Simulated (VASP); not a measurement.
# GeOs2: relaxation of cell and atoms with PBE

The system is GeOs2.

```
Ge Os
1.0
     4.34616    0.00000    0.00000
    -2.17308    3.76388    0.00000
     0.00000    0.00000    2.82418
Ge Os
1 2
Direct
  0.00000 0.00000 0.00000
  0.33333 0.66667 0.50000
  0.66667 0.33333 0.50000
```

| Quantity | Value |
| --- | --- |
| Program | VASP 6.6.1 |
| Task | relaxation of cell and atoms |
| Functional | PBE |
| Potentials or basis | VASP PAW PBE potentials, release 64 (Ge_d, Os) |
| Cutoff | 600 eV |
| k mesh | 6 × 6 × 6 |
| Occupations | gaussian, width 0.1 eV |
| Spin | no spin polarisation |
| Dipole correction | no |
| Further INCAR settings | ALGO = Normal; EDIFF = 1e-07; IBRION = 2; EDIFFG = -0.04; NSW = 90; ISIF = 3 |

```yaml
Relaxed_volume: 15.61 Å³/atom
Relaxed_cell: a = 4.330 Å, b = 4.330 Å, c = 2.884 Å, α = 90.00°, β = 90.00°, γ = 120.00°
Space_group_after_relaxing_to_0.1_Å: P6/mmm (No. 191)
Energy_gained_by_relaxing: 3.8 meV/atom
Ionic_steps: 5
Pressure_after_relaxing: -0.1 GPa
Band_gap_on_the_k_mesh: zero (bands 15 and 16 overlap by 1.57 eV)
```

Step by step:
```tsv
step	energy change (eV)	largest force (eV/Å)	pressure (GPa)	volume (Å³)
1	0.0000	0.0000	1.59	46.20
2	-0.0060	0.0000	-2.52	47.23
3	-0.0073	0.0000	-1.34	46.92
4	-0.0106	0.0000	0.46	46.77
5	-0.0114	0.0000	-0.11	46.82
```

Final structure:
```
Ge Os
1.0
     4.32966    0.00000    0.00000
    -2.16483    3.74959    0.00000
     0.00000    0.00000    2.88390
Ge Os
1 2
Direct
  0.00000 0.00000 0.00000
  0.33333 0.66667 0.50000
  0.66667 0.33333 0.50000
```

Levels at points of the mesh, in eV from the Fermi level:
```csv
k point,band 11,band 12,band 13,band 14,band 15,band 16,band 17,band 18,band 19
"(0.00, 0.00, 0.00)",-2.84,-2.84,-1.66,-1.66,-0.94,0.75,0.75,4.25,4.25
"(0.50, 0.00, 0.00)",-3.74,-2.33,-2.03,-1.77,0.17,0.23,1.19,1.29,3.75
"(0.00, 0.00, 0.50)",-2.98,-2.78,-2.78,-2.20,-2.20,0.78,2.82,3.92,5.03
"(0.50, 0.00, 0.50)",-3.99,-3.61,-0.94,-0.55,0.80,1.19,2.20,2.73,3.65
```

It took 45 s on 1 thread of Intel(R) Xeon(R) 6975P-C (Granite Rapids), with other jobs on the host, peak memory 0.2 GiB.

Caveat: the k points lie up to 0.36 Å⁻¹ apart in the final cell, too coarse for converged energies and pressures of a metal; spin-orbit coupling is left out, which moves the levels of the heavy elements.
